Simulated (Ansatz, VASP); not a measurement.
Two plane-wave programs on MnS

```xyz
2
Lattice="0.0000 2.5219 2.5219 2.5219 0.0000 2.5219 2.5219 2.5219 0.0000" Properties=species:S:1:pos:R:3 pbc="T T T"
Mn    0.0000    0.0000    0.0000
S     2.5219    2.5219    2.5219
```

Alike in both runs: task single point; functional PBE; k mesh 14 × 14 × 14; occupations gaussian, width 0.1 eV; collinear spin.

```csv
,VASP,Ansatz
version,VASP 6.6.1,Ansatz 0.2.0
potentials or method,"VASP PAW PBE potentials, release 64 (Mn_pv, S), cutoff 520 eV","scalar-relativistic, plane waves, PAW"
valence electrons in the cell,19,21
```

```tsv
	VASP	Ansatz	Ansatz less VASP
gap on the k mesh at the Fermi level (eV)	none	none	-
pressure (GPa)	2.2	2.2	-0.04
net moment per atom (μB)	2.21	2.21	-0.001
size of the moment on the site where the two differ most (μB)	4.04	3.95	-0.091
```

Site moments also hang on the region over which each program counts them. A gap of «none» marks a metal or a gap that the smearing closes. VASP's potentials hold 19 valence electrons a cell and Ansatz's 21, so a difference there can come from the potentials and not from the codes.
